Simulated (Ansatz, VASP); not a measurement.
Os: VASP beside Ansatz

```
Os
1.0
     2.65208    0.00000    0.00000
    -1.32604    2.29677    0.00000
     0.00000    0.00000    4.31970
Os
2
Cartesian
  0.0000 1.5312 1.0799
  1.3260 0.7656 3.2398
```

Change from the starting cell: equal xx and yy strain of -3 %.

Alike in both runs: task single point; functional PBEsol; k mesh 15 × 15 × 9; occupations fermi-dirac, width 0.05 eV; no spin polarisation.

|  | VASP | Ansatz |
| --- | --- | --- |
| version | VASP 6.6.1 | Ansatz 0.2.0 |
| potentials or method | VASP PAW PBE potentials, release 64 (Os), cutoff 520 eV | all-electron LAPW, scalar-relativistic |

```tsv
	VASP	Ansatz	Ansatz less VASP
pressure (GPa)	28.0	26.5	-1.49
traceless stress, the component that is largest in VASP (GPa)	-13.85	-13.82	+0.031
```

VASP's potentials were made for PBE, not for PBEsol. Ansatz ran all-electron here, and VASP with PAW potentials.

Spin-orbit coupling is off throughout.
